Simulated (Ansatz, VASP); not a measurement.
**ZnNi: VASP beside Ansatz**

INCAR

```
PREC = Accurate
ENCUT = 600
EDIFF = 1E-6
ISMEAR = -1
SIGMA = 0.15
LREAL = False
LASPH = True
NELM = 60
ALGO = Fast
ISIF = 3
LWAVE = False
LCHARG = False
IBRION = 2
NSW = 80
EDIFFG = -0.001
```

The input KPOINTS:

```
Automatic mesh
0
Gamma
  16 16 14
```

File POSCAR:

```
ZnNi
1.0
    2.6338521845      0.0000000000      0.0000000000
    0.0000000000      2.6338521845      0.0000000000
    0.0000000000      0.0000000000      3.1841450343
Zn Ni
1 1
Direct
    0.5000000000      0.5000000000      0.5000000000
    0.0000000000      0.0000000000      0.0000000000
```

Input for Ansatz:

```yaml
crystal:
  lattice:
    - [2.6338521847, 0.0, 0.0]
    - [0.0, 2.6338521847, 0.0]
    - [0.0, 0.0, 3.1841450316]
  atoms:
    - { symbol: Zn, position: [0.5, 0.5, 0.5] }
    - { symbol: Ni, position: [0.0, 0.0, 0.0] }
basis:
  ecutwfc: 420
kpoints:
  mp_grid: { grid: [16, 16, 14] }
hamiltonian:
  xc: lda
scf:
  occupations: { method: fermi_dirac, width: 0.15 }
output:
  forces: true
  stress: true
  eigenvalues: true
relax:
  adjacent_minimum: "off"
  f_tol: 0.001
  max_steps: 60
  cell: { stress_tol: 0.01 }
```

Alike in both runs: task relaxation of cell and atoms; functional LDA; k mesh 16 × 16 × 14; occupations fermi-dirac, width 0.15 eV; no spin polarisation.

|  | VASP | Ansatz |
| --- | --- | --- |
| version | VASP 6.6.1 | Ansatz 0.2.0 |
| potentials or method | VASP PAW LDA potentials, release 64 (Zn, Ni), cutoff 600 eV | scalar-relativistic, plane waves, PAW |
| valence electrons in the cell | 22 | 30 |

|  | VASP | Ansatz | Ansatz less VASP |
| --- | --- | --- | --- |
| gap on the k mesh at the Fermi level, each at its own relaxed structure (eV) | none | none | - |
| relaxed volume (Å³/atom) | 11.11 | 11.06 | -0.048 |
| relaxed cell length with the largest relative difference (Å) | 2.639 | 2.632 | -0.0065 |

LDA's correlation is that of Perdew and Zunger in VASP and of Perdew and Wang (1992) in Ansatz. A gap of «none» marks a metal or a gap that the smearing closes. VASP's potentials hold 22 valence electrons a cell and Ansatz's 30, so a difference there can come from the potentials and not from the codes.
